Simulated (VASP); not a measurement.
# PbI2 (P-3m1) in VASP: single point with PBE

Aim: the single point of PbI2 with PBE.

All numbers are computed with VASP 6.6.1; they aren't measurements. Logs are shortened: lines on timing, memory, paths and dates and some standing lists are left out, and cuts for length are marked.

## Step 1: The cell of the first run

The structure is trigonal, space group P-3m1 (No. 164). The conventional cell has a = 4.555 Å, b = 4.555 Å, c = 6.977 Å, α = 90.00°, β = 90.00°, γ = 120.00°. Pb (site symmetry -3m) has 6 I at 3.21 Å within 4.2 Å. I (site symmetry 3m) has 3 Pb at 3.21 Å within 4.2 Å.

## Step 2: Single point, PBE

INCAR

```
  PREC = Accurate
  ENCUT = 500
  EDIFF = 1E-6
  ISMEAR = 0
  SIGMA = 0.01
  LREAL = False
  LASPH = True
  NELM = 120
  ALGO = Normal
  ISIF = 2
  LWAVE = False
  LCHARG = False
  GGA = PE
  NBANDS = 21
  GGA_COMPAT = False
```

KPOINTS

```
Automatic mesh
0
Gamma
  6 6 2
```

POSCAR

```
PbI2
1.0
    4.5550000000      0.0000000000      0.0000000000
   -2.2775000000      3.9447460000      0.0000000000
    0.0000000000      0.0000000000      6.9770000000
Pb I
1 2
Direct
    0.0000000000      0.0000000000      0.0000000000
    0.3333333333      0.6666666667      0.2650000000
    0.6666666667      0.3333333333      0.7350000000
```

Potentials or basis: VASP PAW PBE potentials, release 64 (Pb_d, I).

On the command line:

```
cat potpaw_PBE.64/Pb_d/POTCAR potpaw_PBE.64/I/POTCAR > POTCAR
mpirun -np 1 vasp_std > vasp.out
```

OUTCAR:

```text
PREC = Accurate
   ENCUT = 500
   EDIFF = 1E-6
   ISMEAR = 0
   LREAL = False
   LASPH = True
   NELM = 120
   ISIF = 2
   GGA = PE

 ion  position               nearest neighbor table
   1  0.000  0.000  0.000-   2 3.21   3 3.21   3 3.21   2 3.21   3 3.21   2 3.21
   2  0.333  0.667  0.265-   1 3.21   1 3.21   1 3.21
   3  0.667  0.333  0.735-   1 3.21   1 3.21   1 3.21

  LATTYP: Found a hexagonal cell.
 ALAT       =     4.5550000000
 C/A-ratio  =     1.5317233809

  Lattice vectors:

 A1 = (   4.5550000000,   0.0000000000,   0.0000000000)
 A2 = (  -2.2775000000,   3.9447460000,   0.0000000000)
 A3 = (   0.0000000000,   0.0000000000,   6.9770000000)

Analysis of symmetry for initial positions (statically):
=====================================================================
 Subroutine PRICEL returns:
 Original cell was already a primitive cell.

 Routine SETGRP: Setting up the symmetry group for a
 hexagonal supercell.

 Subroutine GETGRP returns: Found 12 space group operations
 (whereof 12 operations were pure point group operations)
 out of a pool of 24 trial point group operations.

The static configuration has the point symmetry D_3d.

Analysis of symmetry for dynamics (positions and initial velocities):
=====================================================================
 Subroutine PRICEL returns:
 Original cell was already a primitive cell.

 Routine SETGRP: Setting up the symmetry group for a
 hexagonal supercell.

 Subroutine GETGRP returns: Found 12 space group operations
 (whereof 12 operations were pure point group operations)
 out of a pool of 24 trial point group operations.

The dynamic configuration has the point symmetry D_3d.

 Subroutine INISYM returns: Found 12 space group operations
 (whereof 12 operations are pure point group operations),
 and found     1 'primitive' translations

----------------------------------------------------------------------------------------

                                     Primitive cell

  volume of cell :     125.3650

  direct lattice vectors                    reciprocal lattice vectors
     4.555000000  0.000000000  0.000000000     0.219538968  0.126750873  0.000000000
    -2.277500000  3.944746000  0.000000000     0.000000000  0.253501746  0.000000000
     0.000000000  0.000000000  6.977000000     0.000000000  0.000000000  0.143328078

  length of vectors
     4.555000000  4.555000247  6.977000000     0.253501760  0.253501746  0.143328078

  position of ions in fractional coordinates (direct lattice)
     0.000000000  0.000000000  0.000000000
     0.333333333  0.666666667  0.265000000
     0.666666667  0.333333333  0.735000000

  ion indices of the primitive-cell ions
   primitive index   ion index
                 1           1
                 2           2
                 3           3

----------------------------------------------------------------------------------------

 KPOINTS: Automatic mesh

Automatic generation of k-mesh.
 Grid dimensions read from file:
 generate k-points for:    6    6    2

 Generating k-lattice:

  Cartesian coordinates                     Fractional coordinates (reciprocal lattice)
     0.036589828  0.021125146  0.000000000     0.166666667 -0.000000000  0.000000000
     0.000000000  0.042250291  0.000000000     0.000000000  0.166666667  0.000000000
     0.000000000  0.000000000  0.071664039     0.000000000  0.000000000  0.500000000

  Length of vectors
     0.042250293  0.042250291  0.071664039

  Shift w.r.t. Gamma in fractional coordinates (k-lattice)
     0.000000000  0.000000000  0.000000000

 Subroutine IBZKPT returns following result:
 ===========================================

 Found     14 irreducible k-points:

 Following reciprocal coordinates:
            Coordinates               Weight
  0.000000  0.000000  0.000000      1.000000
  0.166667  0.000000  0.000000      6.000000
  0.333333 -0.000000  0.000000      6.000000
  0.500000  0.000000  0.000000      3.000000
  0.166667  0.166667  0.000000      6.000000
  0.333333  0.166667  0.000000     12.000000
  0.333333  0.333333  0.000000      2.000000
  0.000000  0.000000  0.500000      1.000000
  0.166667  0.000000  0.500000      6.000000
  0.333333 -0.000000  0.500000      6.000000
  0.500000  0.000000  0.500000      3.000000
  0.166667  0.166667  0.500000      6.000000
  0.333333  0.166667  0.500000     12.000000
  0.333333  0.333333  0.500000      2.000000
   k-points           NKPTS =     14   k-points in BZ     NKDIM =     14   number of bands    NBANDS=     21
   number of dos      NEDOS =    301   number of ions     NIONS =      3
   total plane-waves  NPLWV =  69984
   dimension x,y,z NGX =    36 NGY =   36 NGZ =   54
   dimension x,y,z NGXF=    72 NGYF=   72 NGZF=  108
   ions per type =               1   2
   NGX,Y,Z   is equivalent  to a cutoff of  13.14, 13.14, 12.87 a.u.
   NGXF,Y,Z  is equivalent  to a cutoff of  26.28, 26.28, 25.73 a.u.
 SYSTEM =  unknown system
   PREC   = accura    normal or accurate (medium, high low for compatibility)
   ISTART =      0    job   : 0-new  1-cont  2-samecut
   ICHARG =      2    charge: 1-file 2-atom 10-const
   ISPIN  =      1    spin polarized calculation?
   LNONCOLLINEAR =      F non collinear calculations
   LSORBIT =      F    spin-orbit coupling
   LASPH  =      T    aspherical Exc in radial PAW
   ENCUT  =  500.0 eV  36.75 Ry    6.06 a.u.   8.30  8.30 12.72*2*pi/ulx,y,z
   NELM   =    120;   NELMIN=  2; NELMDL= -5     # of ELM steps
   EDIFF  = 0.1E-05   stopping-criterion for ELM
   LREAL  =      F    real-space projection
   EDIFFG = 0.1E-04   stopping-criterion for IOM
   NSW    =      0    number of steps for IOM
   IBRION =     -1    ionic relax: 0-MD 1-quasi-New 2-CG
   NFREE  =      0    steps in history (QN), initial steepest desc. (CG)
   ISIF   =      2    stress and relaxation
   ISYM   =      2    0-nonsym 1-usesym 2-fastsym
   POTIM  = 0.5000    time-step for ionic-motion
   TEBEG  =    0.0;   TEEND  =   0.0 temperature during run
   PSTRESS=    0.0 pullay stress
   NELECT =      28.0000    total number of electrons
   NUPDOWN=      -1.0000    fix difference up-down
   EMIN   =  10.00;   EMAX   =-10.00  energy-range for DOS
   EFERMI =   0.00;   METHOD = LEGACY
   ISMEAR =     0;   SIGMA  =   0.01  broadening in eV -4-tet -1-fermi 0-gaus
   EFERMI_NEDOS =   21; number of points for ismear=-14 and -15
   IALGO  =     38    algorithm
   IMIX   =      4    mixing-type and parameters
     AMIX     =   0.40;   BMIX     =  1.00
     AMIX_MAG =   1.60;   BMIX_MAG =  1.00
  volume/ion in A,a.u.               =      41.79       282.00
  Fermi-wavevector in a.u.,A,eV,Ry     =   0.993273  1.877014 13.423399  0.986592
  Thomas-Fermi vector in A             =   2.125144
   LORBIT       =      0    0 simple, 1 ext, 2 COOP (PROOUT), +10 PAW based schemes
   GGA     = PE    functional components
   LHFCALC =     F    Hartree Fock is set to
   AEXX    =    0.0000 exact exchange contribution
   IVDW    =     0    specifies the selected vdW correction
   LEPSILON=     F    determine dielectric tensor
   LRPA    =     F    only Hartree local field effects (RPA)
 non-spin polarized calculation
 Gauss-broadening in eV      SIGMA  =   0.01
  energy-cutoff  :      500.00
  volume of cell :      125.36
 maximum number of plane-waves:      3199
 NGX is ok and might be reduce to    36
   NGX = 17   NGY = 17   NGZ = 25

 number of electron      28.0000001 magnetization

 Free energy of the ion-electron system (eV)
  ---------------------------------------------------
  ext. energy  EPLUGINS =         0.00000000
  ---------------------------------------------------
  free energy    TOTEN  =        -8.54934852 eV

  energy without entropy =       -8.54934852  energy(sigma->0) =       -8.54934852

 E-fermi :   2.7261     XC(G=0):  -8.1288

 val. band max:        2.6829873668   @ k =   0.0000   0.0000   0.5000
 cond. band min:       4.8981393261   @ k =   0.0000   0.0000   0.5000
 fundamental gap:      2.2151519593
 Fermi energy:         2.7261130224

 k-point     1 :       0.0000    0.0000    0.0000
  band No.  band energies     occupation
      1     -13.4334      2.00000
      2     -13.4334      2.00000
      3     -13.4196      2.00000
      4     -13.4110      2.00000
      5     -13.4110      2.00000
      6      -9.5433      2.00000
[... 13 lines left out ...]
     20      10.5365      0.00000
     21      10.5722      0.00000

 k-point     2 :       0.1667    0.0000    0.0000
  band No.  band energies     occupation
      1     -13.4436      2.00000
      2     -13.4304      2.00000
      3     -13.4169      2.00000
      4     -13.4123      2.00000
      5     -13.4092      2.00000
      6      -9.4185      2.00000
[... 13 lines left out ...]
     20      10.0963      0.00000
     21      10.6597      0.00000

 k-point     3 :       0.3333   -0.0000    0.0000
  band No.  band energies     occupation
      1     -13.4652      2.00000
      2     -13.4275      2.00000
      3     -13.4182      2.00000
      4     -13.4071      2.00000
      5     -13.4026      2.00000
      6      -9.1117      2.00000
[... 13 lines left out ...]
     20      10.9582      0.00000
     21      11.4401      0.00000
[... 217 lines left out ...]
 k-point    13 :       0.3333    0.1667    0.5000
  band No.  band energies     occupation
      1     -13.4676      2.00000
      2     -13.4352      2.00000
      3     -13.4156      2.00000
      4     -13.4064      2.00000
      5     -13.4007      2.00000
      6      -8.8268      2.00000
[... 13 lines left out ...]
     20      10.7887      0.00000
     21      10.9315      0.00000

 k-point    14 :       0.3333    0.3333    0.5000
  band No.  band energies     occupation
      1     -13.4535      2.00000
      2     -13.4535      2.00000
      3     -13.4073      2.00000
      4     -13.4073      2.00000
      5     -13.4060      2.00000
      6      -8.7119      2.00000
[... 13 lines left out ...]
     20      10.3833      0.00000
     21      10.7895      0.00000

------------------------ aborting loop because EDIFF is reached ----------------------------------------

  FORCE on cell =-STRESS in cart. coord.  units (eV):
  Direction    XX          YY          ZZ          XY          YZ          ZX
  --------------------------------------------------------------------------------------
  -------------------------------------------------------------------------------------
  Total        1.4074807      1.4074809      1.4721950     -0.0000000      0.0000000      0.0000000
  in kB       17.9877522     17.9877548     18.8148066     -0.0000000      0.0000000      0.0000000
  external PRESSURE =      18.2634379 kB  Pullay stress =       0.0000000 kB

 VOLUME and BASIS-vectors are now :
 -----------------------------------------------------------------------------
  energy-cutoff  :      500.00
  volume of cell :      125.36
      direct lattice vectors                 reciprocal lattice vectors
     4.555000000  0.000000000  0.000000000     0.219538968  0.126750873  0.000000000
    -2.277500000  3.944746000  0.000000000     0.000000000  0.253501746  0.000000000
     0.000000000  0.000000000  6.977000000     0.000000000  0.000000000  0.143328078

 POSITION                                       TOTAL-FORCE (eV/Angst)
 -----------------------------------------------------------------------------------
      0.00000      0.00000      0.00000        -0.000000     -0.000000      0.000000
     -0.00000      2.62983      1.84891        -0.000000     -0.000000      0.170917
      2.27750      1.31492      5.12809         0.000000      0.000000     -0.170917
 -----------------------------------------------------------------------------------
    total drift:                               -0.000000     -0.000000      0.000000

  FREE ENERGIE OF THE ION-ELECTRON SYSTEM (eV)
  ---------------------------------------------------
  free  energy   TOTEN  =        -8.5493485222 eV

  energy  without entropy=       -8.5493485222  energy(sigma->0) =       -8.54934852
```

Wall time 37 s (1 thread of Intel Xeon Platinum 8259CL at 2.50GHz (Skylake/Cascade Lake), shared host); peak memory 0.25 GiB.

Results:

```yaml
Free_energy: -8.5493 eV
Pressure: 1.8 GPa
Largest_force: 0.171 eV/Å
Band_gap_on_the_k_mesh: 2.22 eV, direct
```

Forces on the atoms (eV/Å):
```
Pb   0.000  0.000  0.000
I    0.000  0.000  0.171
I    0.000  0.000 -0.171
```

Caveat: the k points lie up to 0.45 Å⁻¹ apart; spin-orbit coupling is left out, which moves the levels of the heavy elements; this functional lacks dispersion, which binds the layers, so the pressure and a relaxed spacing across them are unreliable. A k mesh can miss the band edges.
